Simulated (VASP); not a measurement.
# C (Fd-3m) in VASP: notebook, part 2 of 3

VASP 6.6.1. The steps go on from the part before.

**3. Single point, LDA**

This run uses another cell than the first one: it holds 4 atoms, not 2.

File INCAR:

```
  PREC = Accurate
  ENCUT = 520
  EDIFF = 1E-7
  ISMEAR = -1
  SIGMA = 0.02
  LREAL = F
  LASPH = T
  NELM = 100
  ALGO = Normal
  ISIF = 2
  LWAVE = F
  LCHARG = F
  NBANDS = 16
```

File KPOINTS:

```
Automatic mesh
0
Gamma
  10 7 10
```

File POSCAR:

```
C
1.0
   -1.7658614237      1.7658614237      0.0000000000
    0.0000000000      0.0000000000      3.5317228474
    1.7658614237      1.7658614237      0.0000000000
C
4
Direct
    0.5000000000      0.3750000000      0.2500000000
    0.0000000000      0.8750000000      0.7500000000
    0.0000000000      0.1250000000      0.2500000000
    0.5000000000      0.6250000000      0.7500000000
```

Potentials or basis: VASP PAW LDA potentials, release 64 (C).

On the command line:

```sh
$ cat potpaw_LDA.64/C/POTCAR > POTCAR
$ mpirun -np 1 vasp_std > vasp.out
```

OUTCAR:

```text
PREC = Accurate
   ENCUT = 520
   EDIFF = 1E-7
   ISMEAR = -1
   LREAL = F
   LASPH = T
   NELM = 100
   ISIF = 2

 ion  position               nearest neighbor table
   1  0.500  0.375  0.250-   3 1.53   4 1.53   4 1.53   3 1.53
   2  0.000  0.875  0.750-   3 1.53   4 1.53   3 1.53   4 1.53
   3  0.000  0.125  0.250-   1 1.53   2 1.53   2 1.53   1 1.53
   4  0.500  0.625  0.750-   1 1.53   2 1.53   1 1.53   2 1.53

  LATTYP: Found a simple tetragonal cell.
 ALAT       =     2.4973051747
 C/A-ratio  =     1.4142135624

  Lattice vectors:

 A1 = (   1.7658614237,  -1.7658614237,   0.0000000000)
 A2 = (   1.7658614237,   1.7658614237,   0.0000000000)
 A3 = (   0.0000000000,   0.0000000000,   3.5317228474)

Analysis of symmetry for initial positions (statically):
=====================================================================
 Subroutine PRICEL returns following result:

  LATTYP: Found a face centered cubic cell.
 ALAT       =     3.5317228474

  Lattice vectors:

 A1 = (   1.7658614237,   0.0000000000,   1.7658614237)
 A2 = (   1.7658614237,   1.7658614237,   0.0000000000)
 A3 = (   0.0000000000,   1.7658614237,   1.7658614237)

   2 primitive cells build up your supercell.

 Routine SETGRP: Setting up the symmetry group for a
 simple tetragonal supercell.

 Subroutine GETGRP returns: Found 16 space group operations
 (whereof  4 operations were pure point group operations)
 out of a pool of 16 trial point group operations.

The static configuration has the point symmetry C_2h.
 The point group associated with its full space group is D_4h.

Analysis of symmetry for dynamics (positions and initial velocities):
=====================================================================
 Subroutine PRICEL returns following result:

  LATTYP: Found a face centered cubic cell.
 ALAT       =     3.5317228474

  Lattice vectors:

 A1 = (   1.7658614237,   0.0000000000,   1.7658614237)
 A2 = (   1.7658614237,   1.7658614237,   0.0000000000)
 A3 = (   0.0000000000,   1.7658614237,   1.7658614237)

   2 primitive cells build up your supercell.

 Routine SETGRP: Setting up the symmetry group for a
 simple tetragonal supercell.

 Subroutine GETGRP returns: Found 16 space group operations
 (whereof  4 operations were pure point group operations)
 out of a pool of 16 trial point group operations.

The dynamic configuration has the point symmetry C_2h.
 The point group associated with its full space group is D_4h.

 Subroutine INISYM returns: Found 16 space group operations
 (whereof  4 operations are pure point group operations),
 and found     2 'primitive' translations

----------------------------------------------------------------------------------------

                                     Primitive cell

  volume of cell :      11.0129

  direct lattice vectors                    reciprocal lattice vectors
     1.765861424  0.000000000  1.765861424     0.283147926 -0.283147926  0.283147926
     1.765861424  1.765861424  0.000000000     0.283147926  0.283147926 -0.283147926
     0.000000000  1.765861424  1.765861424    -0.283147926  0.283147926  0.283147926

  length of vectors
     2.497305175  2.497305175  2.497305175     0.490426594  0.490426594  0.490426594

[... 28 lines left out ...]
     0.000000000  0.000000000  0.000000000

 Subroutine IBZKPT returns following result:
 ===========================================

 Found     84 irreducible k-points:

 Following reciprocal coordinates:
            Coordinates               Weight
  0.000000  0.000000  0.000000      1.000000
  0.100000  0.000000  0.000000      4.000000
  0.200000  0.000000  0.000000      4.000000
  0.300000  0.000000  0.000000      4.000000
  0.400000  0.000000  0.000000      4.000000
  0.500000  0.000000  0.000000      2.000000
[... 16 lines left out ...]
  0.400000  0.428571  0.000000      8.000000
  0.500000  0.428571  0.000000      4.000000
 [... further k-points ...]
   k-points           NKPTS =     84   k-points in BZ     NKDIM =     84   number of bands    NBANDS=     16
   number of dos      NEDOS =    301   number of ions     NIONS =      4
   total plane-waves  NPLWV =  11200
   dimension x,y,z NGX =    20 NGY =   28 NGZ =   20
   dimension x,y,z NGXF=    40 NGYF=   56 NGZF=   40
   ions per type =               4
   NGX,Y,Z   is equivalent  to a cutoff of  13.31, 13.18, 13.31 a.u.
   NGXF,Y,Z  is equivalent  to a cutoff of  26.63, 26.36, 26.63 a.u.
 SYSTEM =  unknown system
   PREC   = accura    normal or accurate (medium, high low for compatibility)
   ISTART =      0    job   : 0-new  1-cont  2-samecut
   ICHARG =      2    charge: 1-file 2-atom 10-const
   ISPIN  =      1    spin polarized calculation?
   LNONCOLLINEAR =      F non collinear calculations
   LSORBIT =      F    spin-orbit coupling
   LASPH  =      T    aspherical Exc in radial PAW
   ENCUT  =  520.0 eV  38.22 Ry    6.18 a.u.   4.64  6.57  4.64*2*pi/ulx,y,z
   NELM   =    100;   NELMIN=  2; NELMDL= -5     # of ELM steps
   EDIFF  = 0.1E-06   stopping-criterion for ELM
   LREAL  =      F    real-space projection
   EDIFFG = 0.1E-05   stopping-criterion for IOM
   NSW    =      0    number of steps for IOM
   IBRION =     -1    ionic relax: 0-MD 1-quasi-New 2-CG
   NFREE  =      0    steps in history (QN), initial steepest desc. (CG)
   ISIF   =      2    stress and relaxation
   ISYM   =      2    0-nonsym 1-usesym 2-fastsym
   POTIM  = 0.5000    time-step for ionic-motion
   TEBEG  =    0.0;   TEEND  =   0.0 temperature during run
   PSTRESS=    0.0 pullay stress
   NELECT =      16.0000    total number of electrons
   NUPDOWN=      -1.0000    fix difference up-down
   EMIN   =  10.00;   EMAX   =-10.00  energy-range for DOS
   EFERMI =   0.00;   METHOD = LEGACY
   ISMEAR =    -1;   SIGMA  =   0.02  broadening in eV -4-tet -1-fermi 0-gaus
   EFERMI_NEDOS =   21; number of points for ismear=-14 and -15
   IALGO  =     38    algorithm
   IMIX   =      4    mixing-type and parameters
     AMIX     =   0.40;   BMIX     =  1.00
     AMIX_MAG =   1.60;   BMIX_MAG =  1.00
  volume/ion in A,a.u.               =       5.51        37.16
  Fermi-wavevector in a.u.,A,eV,Ry     =   1.471651  2.781017 29.466915  2.165757
  Thomas-Fermi vector in A             =   2.586761
   LORBIT       =      0    0 simple, 1 ext, 2 COOP (PROOUT), +10 PAW based schemes
   GGA     = CA    functional components
   LHFCALC =     F    Hartree Fock is set to
   AEXX    =    0.0000 exact exchange contribution
   IVDW    =     0    specifies the selected vdW correction
   LEPSILON=     F    determine dielectric tensor
   LRPA    =     F    only Hartree local field effects (RPA)
 non-spin polarized calculation
  energy-cutoff  :      520.00
  volume of cell :       22.03
 maximum number of plane-waves:       609
 NGX is ok and might be reduce to    20

 number of electron      16.0000004 magnetization

 Free energy of the ion-electron system (eV)
  ---------------------------------------------------
  ext. energy  EPLUGINS =         0.00000000
  ---------------------------------------------------
  free energy    TOTEN  =       -40.49041300 eV

  energy without entropy =      -40.49041300  energy(sigma->0) =      -40.49041300

 E-fermi :  10.5500     XC(G=0): -13.6433

 val. band max:       10.1616527737   @ k =   0.0000   0.0000   0.0000
 cond. band min:      14.3318478269   @ k =   0.0000   0.2857   0.0000
 fundamental gap:      4.1701950532
 Fermi energy:        10.5500198617

 k-point     1 :       0.0000    0.0000    0.0000
  band No.  band energies     occupation
      1     -11.5555      2.00000
      2      -2.6572      2.00000
      3      -2.6572      2.00000
      4       3.6912      2.00000
      5       3.6912      2.00000
      6      10.1617      2.00000
[... 433 lines left out ...]
      3      -3.2962      2.00000
      4      -3.2962      2.00000
      5       7.1288      2.00000
      6       7.1288      2.00000
[... 8 lines left out ...]
     15      25.8479      0.00000
     16      25.8479      0.00000

 [... further k-points ...]
[... 5 lines left out ...]
  --------------------------------------------------------------------------------------
  -------------------------------------------------------------------------------------
  Total        0.2239064      0.2239064      0.2231971      0.0000000      0.0000000      0.0000000
  in kB       16.2872334     16.2872334     16.2356342      0.0000000      0.0000000      0.0000000
  external PRESSURE =      16.2700336 kB  Pullay stress =       0.0000000 kB

 VOLUME and BASIS-vectors are now :
 -----------------------------------------------------------------------------
  energy-cutoff  :      520.00
  volume of cell :       22.03
      direct lattice vectors                 reciprocal lattice vectors
    -1.765861424  1.765861424  0.000000000    -0.283147926  0.283147926  0.000000000
     0.000000000  0.000000000  3.531722847     0.000000000  0.000000000  0.283147926
     1.765861424  1.765861424  0.000000000     0.283147926  0.283147926  0.000000000

 POSITION                                       TOTAL-FORCE (eV/Angst)
 -----------------------------------------------------------------------------------
     -0.44147      1.32440      1.32440         0.000000      0.000000     -0.000000
      1.32440      1.32440      3.09026        -0.000000      0.000000      0.000000
      0.44147      0.44147      0.44147         0.000000     -0.000000      0.000000
      0.44147      2.20733      2.20733        -0.000000     -0.000000     -0.000000
 -----------------------------------------------------------------------------------
    total drift:                                0.000000      0.000000      0.000000

  FREE ENERGIE OF THE ION-ELECTRON SYSTEM (eV)
  ---------------------------------------------------
  free  energy   TOTEN  =       -40.4904130025 eV

  energy  without entropy=      -40.4904130025  energy(sigma->0) =      -40.49041300
```

OSZICAR:

```text
N       E                     dE             d eps       ncg     rms          rms(c)
DAV:   1     0.936135192915E+01    0.93614E+01   -0.80957E+03  2712   0.968E+02
DAV:   2    -0.407258204323E+02   -0.50087E+02   -0.46609E+02  3928   0.177E+02
DAV:   3    -0.422221250410E+02   -0.14963E+01   -0.14928E+01  3088   0.257E+01
DAV:   4    -0.422276818360E+02   -0.55568E-02   -0.55564E-02  3304   0.200E+00
DAV:   5    -0.422277100217E+02   -0.28186E-04   -0.28186E-04  2984   0.121E-01    0.837E+00
DAV:   6    -0.409389737759E+02    0.12887E+01   -0.82277E-01  3000   0.563E+00    0.486E+00
DAV:   7    -0.404910733828E+02    0.44790E+00   -0.92222E-01  3232   0.612E+00    0.107E+00
DAV:   8    -0.404904426372E+02    0.63075E-03   -0.17958E-02  2848   0.918E-01    0.484E-02
DAV:   9    -0.404904094499E+02    0.33187E-04   -0.84251E-05  3104   0.736E-02    0.275E-02
DAV:  10    -0.404904131902E+02   -0.37403E-05   -0.53682E-06  3240   0.173E-02    0.508E-03
DAV:  11    -0.404904130106E+02    0.17963E-06   -0.75211E-07  3272   0.544E-03    0.898E-04
DAV:  12    -0.404904130025E+02    0.81041E-08   -0.13063E-08  1408   0.816E-04
   1 F= -.40490413E+02 E0= -.40490413E+02  d E =-.129732E-10
```

stdout:

```text
POSCAR found type information on POSCAR C
 POSCAR found :  1 types and       4 ions
 scaLAPACK will be used
 LDA part: xc-table for (Slater(with rela. corr.)+CA(PZ))
 , standard interpolation
 POSCAR, INCAR and KPOINTS ok, starting setup
 FFT: planning ... GRIDC
 FFT: planning ... GRID_SOFT
 FFT: planning ... GRID
 WAVECAR not read
 entering main loop
```

Run time: 22 s. Hardware: 1 thread of Intel Xeon Platinum 8488C (Sapphire Rapids), shared host; peak memory 0.12 GiB.

What came out:

```yaml
Free_energy: -40.4904 eV
Pressure: 1.6 GPa
Band_gap_on_the_k_mesh: 4.17 eV
```

(Continued in part 3 of 3.)
